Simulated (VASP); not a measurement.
# Cs (Im-3m) in VASP: a series of runs

Cs is run at these levels: revPBE, BLYP, PBEsol, RPBE, PBE; tasks: relaxation of cell and atoms, single point.

Program: VASP 6.6.1. These are calculated values, not measurements. Logs are shortened: lines on timing, memory, paths and dates and some standing lists are left out, and cuts for length are marked.

**1. The cell of the first run**

Symmetry: Im-3m, No. 229, cubic system. Conventional cell: a = 6.257 Å, b = 6.257 Å, c = 6.257 Å, α = 90.00°, β = 90.00°, γ = 90.00°.

**2. Relaxation of cell and atoms, revPBE**

Contents of INCAR:

```
ALGO = Normal
EDIFF = 1E-6
EDIFFG = -0.02
ENCUT = 600
GGA = RE
IBRION = 2
ISIF = 3
ISMEAR = -1
LASPH = True
LCHARG = False
LREAL = False
LWAVE = False
NELM = 80
NSW = 80
PREC = Accurate
SIGMA = 0.05
```

Contents of KPOINTS:

```
k-points
0
Gamma
  6 6 6
```

Contents of POSCAR:

```
Cs
1.0
   -3.1284650614      3.1284650614      3.1284650614
    3.1284650614     -3.1284650614      3.1284650614
    3.1284650614      3.1284650614     -3.1284650614
Cs
1
Direct
    0.0000000000      0.0000000000      0.0000000000
```

Potentials or basis: VASP PAW PBE potentials, release 64 (Cs_sv).

Started as:

```sh
$ cat potpaw_PBE.64/Cs_sv/POTCAR > POTCAR
$ mpirun -np 1 vasp_std > vasp.out
```

OUTCAR:

```text
EDIFF = 1E-6
   EDIFFG = -0.02
   ENCUT = 600
   GGA = RE
   IBRION = 2
   ISIF = 3
   ISMEAR = -1
   LASPH = True
   LREAL = False
   NELM = 80
   NSW = 80
   PREC = Accurate

 ion  position               nearest neighbor table
   1  0.000  0.000  0.000-

  LATTYP: Found a body centered cubic cell.
 ALAT       =     6.2569301228

  Lattice vectors:

 A1 = (  -3.1284650614,   3.1284650614,   3.1284650614)
 A2 = (   3.1284650614,  -3.1284650614,   3.1284650614)
 A3 = (   3.1284650614,   3.1284650614,  -3.1284650614)

Analysis of symmetry for initial positions (statically):
=====================================================================
 Subroutine PRICEL returns:
 Original cell was already a primitive cell.

 Routine SETGRP: Setting up the symmetry group for a
 body centered cubic supercell.

 Subroutine GETGRP returns: Found 48 space group operations
 (whereof 48 operations were pure point group operations)
 out of a pool of 48 trial point group operations.

The static configuration has the point symmetry O_h .

Analysis of symmetry for dynamics (positions and initial velocities):
=====================================================================
 Subroutine PRICEL returns:
 Original cell was already a primitive cell.

 Routine SETGRP: Setting up the symmetry group for a
 body centered cubic supercell.

 Subroutine GETGRP returns: Found 48 space group operations
 (whereof 48 operations were pure point group operations)
 out of a pool of 48 trial point group operations.

The dynamic configuration has the point symmetry O_h .

 Subroutine INISYM returns: Found 48 space group operations
 (whereof 48 operations are pure point group operations),
 and found     1 'primitive' translations

----------------------------------------------------------------------------------------

                                     Primitive cell

  volume of cell :     122.4768

  direct lattice vectors                    reciprocal lattice vectors
    -3.128465061  3.128465061  3.128465061     0.000000000  0.159822785  0.159822785
     3.128465061 -3.128465061  3.128465061     0.159822785  0.000000000  0.159822785
     3.128465061  3.128465061 -3.128465061     0.159822785  0.159822785  0.000000000

  length of vectors
     5.418660436  5.418660436  5.418660436     0.226023551  0.226023551  0.226023551

  position of ions in fractional coordinates (direct lattice)
     0.000000000  0.000000000  0.000000000

  ion indices of the primitive-cell ions
   primitive index   ion index
                 1           1

----------------------------------------------------------------------------------------

 KPOINTS: k-points

Automatic generation of k-mesh.
 Grid dimensions read from file:
 generate k-points for:    6    6    6

 Generating k-lattice:

  Cartesian coordinates                     Fractional coordinates (reciprocal lattice)
     0.000000000  0.026637131  0.026637131     0.166666667  0.000000000  0.000000000
     0.026637131  0.000000000  0.026637131     0.000000000  0.166666667  0.000000000
     0.026637131  0.026637131  0.000000000     0.000000000  0.000000000  0.166666667

  Length of vectors
     0.037670592  0.037670592  0.037670592

  Shift w.r.t. Gamma in fractional coordinates (k-lattice)
     0.000000000  0.000000000  0.000000000

 Subroutine IBZKPT returns following result:
 ===========================================

 Found     16 irreducible k-points:

 Following reciprocal coordinates:
            Coordinates               Weight
  0.000000  0.000000  0.000000      1.000000
  0.166667  0.000000  0.000000     12.000000
  0.333333  0.000000  0.000000     12.000000
  0.500000  0.000000  0.000000      6.000000
  0.166667  0.166667  0.000000     24.000000
  0.333333  0.166667  0.000000     48.000000
[... 8 lines left out ...]
  0.500000  0.500000  0.333333     12.000000
  0.500000  0.500000  0.500000      1.000000
   k-points           NKPTS =     16   k-points in BZ     NKDIM =     16   number of bands    NBANDS=      8
   number of dos      NEDOS =    301   number of ions     NIONS =      1
   total plane-waves  NPLWV = 110592
   dimension x,y,z NGX =    48 NGY =   48 NGZ =   48
   dimension x,y,z NGXF=    96 NGYF=   96 NGZF=   96
   ions per type =               1
   NGX,Y,Z   is equivalent  to a cutoff of  14.73, 14.73, 14.73 a.u.
   NGXF,Y,Z  is equivalent  to a cutoff of  29.45, 29.45, 29.45 a.u.
 SYSTEM =  unknown system
   PREC   = accura    normal or accurate (medium, high low for compatibility)
   ISTART =      0    job   : 0-new  1-cont  2-samecut
   ICHARG =      2    charge: 1-file 2-atom 10-const
   ISPIN  =      1    spin polarized calculation?
   LNONCOLLINEAR =      F non collinear calculations
   LSORBIT =      F    spin-orbit coupling
   LASPH  =      T    aspherical Exc in radial PAW
   ENCUT  =  600.0 eV  44.10 Ry    6.64 a.u.  10.82 10.82 10.82*2*pi/ulx,y,z
   NELM   =     80;   NELMIN=  2; NELMDL= -5     # of ELM steps
   EDIFF  = 0.1E-05   stopping-criterion for ELM
   LREAL  =      F    real-space projection
   EDIFFG = -.2E-01   stopping-criterion for IOM
   NSW    =     80    number of steps for IOM
   IBRION =      2    ionic relax: 0-MD 1-quasi-New 2-CG
   NFREE  =      1    steps in history (QN), initial steepest desc. (CG)
   ISIF   =      3    stress and relaxation
   ISYM   =      2    0-nonsym 1-usesym 2-fastsym
   POTIM  = 0.5000    time-step for ionic-motion
   TEBEG  =    0.0;   TEEND  =   0.0 temperature during run
   PSTRESS=    0.0 pullay stress
   NELECT =       9.0000    total number of electrons
   NUPDOWN=      -1.0000    fix difference up-down
   EMIN   =  10.00;   EMAX   =-10.00  energy-range for DOS
   EFERMI =   0.00;   METHOD = LEGACY
   ISMEAR =    -1;   SIGMA  =   0.05  broadening in eV -4-tet -1-fermi 0-gaus
   EFERMI_NEDOS =   21; number of points for ismear=-14 and -15
   IALGO  =     38    algorithm
   IMIX   =      4    mixing-type and parameters
     AMIX     =   0.40;   BMIX     =  1.00
     AMIX_MAG =   1.60;   BMIX_MAG =  1.00
  volume/ion in A,a.u.               =     122.48       826.51
  Fermi-wavevector in a.u.,A,eV,Ry     =   0.685706  1.295796  6.397353  0.470192
  Thomas-Fermi vector in A             =   1.765724
   LORBIT       =      0    0 simple, 1 ext, 2 COOP (PROOUT), +10 PAW based schemes
   GGA     = RE    functional components
   LHFCALC =     F    Hartree Fock is set to
   AEXX    =    0.0000 exact exchange contribution
   IVDW    =     0    specifies the selected vdW correction
   LEPSILON=     F    determine dielectric tensor
   LRPA    =     F    only Hartree local field effects (RPA)
 conjugate gradient relaxation of ions
 non-spin polarized calculation
  energy-cutoff  :      600.00
  volume of cell :      122.48
 maximum number of plane-waves:      4124
 NGX is ok and might be reduce to    48
   NGX = 21   NGY = 21   NGZ = 21

--------------------------------------- Ionic step        1  -------------------------------------------

 number of electron       9.0000000 magnetization

 Free energy of the ion-electron system (eV)
  ---------------------------------------------------
  ext. energy  EPLUGINS =         0.00000000
  ---------------------------------------------------
  free energy    TOTEN  =        -0.74793716 eV

  energy without entropy =       -0.73002962  energy(sigma->0) =       -0.73898339

------------------------ aborting loop because EDIFF is reached ----------------------------------------

  FORCE on cell =-STRESS in cart. coord.  units (eV):
  Direction    XX          YY          ZZ          XY          YZ          ZX
  --------------------------------------------------------------------------------------
  -------------------------------------------------------------------------------------
  Total        0.0808667      0.0808667      0.0808667      0.0000000     -0.0000000      0.0000000
  in kB        1.0578562      1.0578562      1.0578562      0.0000000     -0.0000000      0.0000000
  external PRESSURE =       1.0578562 kB  Pullay stress =       0.0000000 kB

 VOLUME and BASIS-vectors are now :
 -----------------------------------------------------------------------------
  energy-cutoff  :      600.00
  volume of cell :      122.48
      direct lattice vectors                 reciprocal lattice vectors
    -3.128465061  3.128465061  3.128465061     0.000000000  0.159822785  0.159822785
     3.128465061 -3.128465061  3.128465061     0.159822785  0.000000000  0.159822785
     3.128465061  3.128465061 -3.128465061     0.159822785  0.159822785  0.000000000
[... 36 lines left out ...]
 POSITION                                       TOTAL-FORCE (eV/Angst)
 -----------------------------------------------------------------------------------
      0.00000      0.00000      0.00000        -0.000000      0.000000      0.000000
 -----------------------------------------------------------------------------------
    total drift:                               -0.000000      0.000000      0.000000

  FREE ENERGIE OF THE ION-ELECTRON SYSTEM (eV)
  ---------------------------------------------------
  free  energy   TOTEN  =        -0.7487652873 eV

  energy  without entropy=       -0.7309123746  energy(sigma->0) =       -0.73983883

--------------------------------------- Ionic step        3  -------------------------------------------

 number of electron       8.9999999 magnetization

 Free energy of the ion-electron system (eV)
  ---------------------------------------------------
  ext. energy  EPLUGINS =         0.00000000
  ---------------------------------------------------
  free energy    TOTEN  =        -0.75008234 eV

  energy without entropy =       -0.73238107  energy(sigma->0) =       -0.74123171

 E-fermi :   0.3157     XC(G=0):  -5.0288

 val. band max:        0.1816505421   @ k =   0.1667   0.1667   0.1667
 cond. band min:       0.3308386650   @ k =   0.3333   0.1667   0.0000
 fundamental gap:      0.1491881229
 Fermi energy:         0.3156646654

 k-point     1 :       0.0000    0.0000    0.0000
  band No.  band energies     occupation
      1     -23.6688      2.00000
      2     -10.4366      2.00000
      3     -10.4366      2.00000
      4     -10.4366      2.00000
      5      -1.2540      2.00000
      6       2.7624      0.00000
      7       2.7624      0.00000
      8       2.7624      0.00000

 k-point     2 :       0.1667    0.0000    0.0000
  band No.  band energies     occupation
      1     -23.6678      2.00000
      2     -10.4598      2.00000
      3     -10.4443      2.00000
      4     -10.4366      2.00000
      5      -0.9849      2.00000
      6       2.4136      0.00000
      7       2.4981      0.00000
      8       3.0304      0.00000
[... 174 lines left out ...]
 POSITION                                       TOTAL-FORCE (eV/Angst)
 -----------------------------------------------------------------------------------
      0.00000      0.00000      0.00000        -0.000000      0.000000      0.000000
 -----------------------------------------------------------------------------------
    total drift:                               -0.000000      0.000000      0.000000

  FREE ENERGIE OF THE ION-ELECTRON SYSTEM (eV)
  ---------------------------------------------------
  free  energy   TOTEN  =        -0.7500823358 eV

  energy  without entropy=       -0.7323810748  energy(sigma->0) =       -0.74123171

 reached required accuracy - stopping structural energy minimisation
```

Wall time 26 s (1 thread of Intel Xeon 6975P-C (Granite Rapids), shared host); peak memory 0.32 GiB.

Results:

| Quantity | Value |
| --- | --- |
| Free energy | -0.7501 eV |
| Relaxed volume | 128.30 Å³/atom |
| Relaxed cell | a = 5.503 Å, b = 5.503 Å, c = 5.503 Å, α = 109.47°, β = 109.47°, γ = 109.47° |
| Space group after relaxing (to 0.05 Å) | Im-3m (No. 229) |
| Energy gained by relaxing | 2.1 meV/atom |
| Ionic steps | 3 |
| Pressure after relaxing | 0.0 GPa |

Step by step:
| step | energy change (eV) | largest force (eV/Å) | pressure (GPa) | volume (Å³) |
| --- | --- | --- | --- | --- |
| 1 | 0.0000 | 0.0000 | 0.11 | 122.48 |
| 2 | -0.0008 | 0.0000 | 0.08 | 123.92 |
| 3 | -0.0021 | 0.0000 | 0.02 | 128.30 |

Final structure:
```yaml
crystal:
  lattice:
    - [-3.17728, 3.17728, 3.17728]
    - [3.17728, -3.17728, 3.17728]
    - [3.17728, 3.17728, -3.17728]
  atoms:
    - { symbol: Cs, position: [0.00000, 0.00000, 0.00000] }
```

Caveat: the PAW data sets were made with another functional, which shifts forces and pressure a little; spin-orbit coupling is left out, which moves the levels of the heavy elements.

**3. Relaxation of cell and atoms, BLYP**

Contents of INCAR:

```
SYSTEM = Cs
  PREC = Accurate
  ENCUT = 600
  EDIFF = 1E-6
  ISMEAR = -1
  SIGMA = 0.05
  LREAL = .FALSE.
  LASPH = .TRUE.
  NELM = 100
  ALGO = Normal
  ISIF = 3
  LWAVE = .FALSE.
  LCHARG = .FALSE.
  GGA = B5
  ALDAX = 1.0
  AGGAX = 1.0
  AGGAC = 1.0
  ALDAC = 0.0
  IBRION = 2
  NSW = 80
  EDIFFG = -0.02
```

Contents of KPOINTS:

```
regular mesh
0
G
  6 6 6
  0 0 0
```

POSCAR is that of step 2.

Potentials or basis: VASP PAW PBE potentials, release 64 (Cs_sv).

Started as:

```sh
$ cat potpaw_PBE.64/Cs_sv/POTCAR > POTCAR
$ mpirun -np 1 vasp_std > vasp.out
```

It took 53 s on 1 thread of Intel Xeon 6975P-C (Granite Rapids), shared host; peak memory 0.32 GiB.

Results (log left out):

| Property | Result |
| --- | --- |
| Free energy | -0.5181 eV |
| Relaxed volume | 124.29 Å³/atom |
| Relaxed cell | a = 5.445 Å, b = 5.445 Å, c = 5.445 Å, α = 109.47°, β = 109.47°, γ = 109.47° |
| Space group after relaxing (to 0.05 Å) | Im-3m (No. 229) |
| Energy gained by relaxing | 0.3 meV/atom |
| Ionic steps | 3 |
| Pressure after relaxing | 0.0 GPa |

Step by step:
```csv
step,energy change (eV),largest force (eV/Å),pressure (GPa),volume (Å³)
1,0.0000,0.0000,0.03,122.48
2,-0.0001,0.0000,0.03,122.93
3,-0.0003,0.0000,0.01,124.29
```

Final structure:
```
Cs
1.0
    -3.14380    3.14380    3.14380
     3.14380   -3.14380    3.14380
     3.14380    3.14380   -3.14380
Cs
1
Direct
  0.00000 0.00000 0.00000
```

Levels at points of the mesh, in eV from the Fermi level:
```
           k point  band 1  band 2  band 3  band 4  band 5  band 6  band 7  band 8
(0.00, 0.00, 0.00)  -24.00  -10.80  -10.80  -10.80   -1.59    2.23    2.23    2.23
(0.50, 0.00, 0.00)  -23.99  -10.90  -10.83  -10.79    0.02    0.93    1.52    2.83
(0.50, 0.50, 0.50)  -23.99  -10.87  -10.87  -10.87    0.70    0.70    2.86    2.86
```

Caveat: the PAW data sets were made with another functional, which shifts forces and pressure a little; spin-orbit coupling is left out, which moves the levels of the heavy elements.

**4. Single point, PBEsol, non-collinear spin, zero start, spin-orbit coupling**

Contents of INCAR:

```
SYSTEM = Cs
PREC     = Accurate       ! precision mode
ENCUT    = 520            ! plane-wave cutoff, eV
EDIFF    = 1E-7           ! SCF threshold, eV
ISMEAR   = -1             ! smearing method
SIGMA    = 0.05           ! smearing width, eV
LREAL    = .FALSE.        ! projectors in reciprocal space
LASPH    = .TRUE.         ! aspherical terms in the spheres
NELM     = 150            ! most SCF steps
ALGO     = Fast           ! electronic algorithm
ISIF     = 2              ! what is computed and relaxed
LWAVE    = .FALSE.        ! write WAVECAR
LCHARG   = .TRUE.         ! write CHGCAR
MAGMOM   = 0 0 0          ! initial moments
LORBIT   = 11             ! projections on sites
LSORBIT  = .TRUE.         ! spin-orbit coupling
GGA_COMPAT= .FALSE.      
LORBMOM  = .TRUE.       
GGA      = PS             ! functional
LVHAR    = .TRUE.       
NBANDS   = 20             ! bands
```

Contents of KPOINTS:

```
regular mesh
0
G
  4 4 4
  0 0 0
```

POSCAR is that of step 3.

Started as:

```sh
$ cat potpaw_PBE.64/Cs_sv/POTCAR > POTCAR
$ mpirun -np 1 vasp_ncl > vasp.out
```

It took 26 s on 1 thread of Intel Xeon 6975P-C (Granite Rapids), shared host; peak memory 0.47 GiB.

Results (log left out):

- Free energy: -1.0610 eV
- Pressure: -0.2 GPa
- Net moment: 0.00 μB per cell
- Valence electrons inside the program's atomic spheres: Cs 6.55

Moments on the atoms (μB; x, y, z):
```
Cs  0.00 0.00 0.00
```

Caveat: the PAW data sets were made with another functional, which shifts forces and pressure a little.

**5. Single point, RPBE**

Contents of INCAR:

```
PREC = Accurate ; ENCUT = 520
EDIFF = 1E-6 ; ISMEAR = 0
SIGMA = 0.02 ; LREAL = False
LASPH = True ; NELM = 80
ALGO = Normal ; ISIF = 2
LWAVE = False ; LCHARG = False
GGA = RP ; NBANDS = 10
```

Contents of KPOINTS:

```
regular mesh
0
Gamma
  6 6 6
```

POSCAR is that of step 4.

Started as:

```sh
$ cat potpaw_PBE.64/Cs_sv/POTCAR > POTCAR
$ mpirun -np 1 vasp_std > vasp.out
```

It took 38 s on 1 thread of AMD EPYC 7R13, shared host; peak memory 0.19 GiB.

The run converged. Its results:

```
Free energy : -0.7174 eV
Pressure    : 0.1 GPa
```

Levels at points of the mesh, in eV from the Fermi level:
| k point | band 2 | band 3 | band 4 | band 5 | band 6 | band 7 |
| --- | --- | --- | --- | --- | --- | --- |
| (0.00, 0.00, 0.00) | -10.74 | -10.74 | -10.74 | -1.63 | 2.47 | 2.47 |
| (0.50, 0.00, 0.00) | -10.85 | -10.78 | -10.74 | 0.05 | 0.75 | 1.64 |
| (0.50, 0.50, 0.50) | -10.82 | -10.82 | -10.82 | 0.66 | 0.66 | 2.84 |

Caveat: the PAW data sets were made with another functional, which shifts forces and pressure a little; spin-orbit coupling is left out, which moves the levels of the heavy elements.

(Part 1 of 2 ends here.)
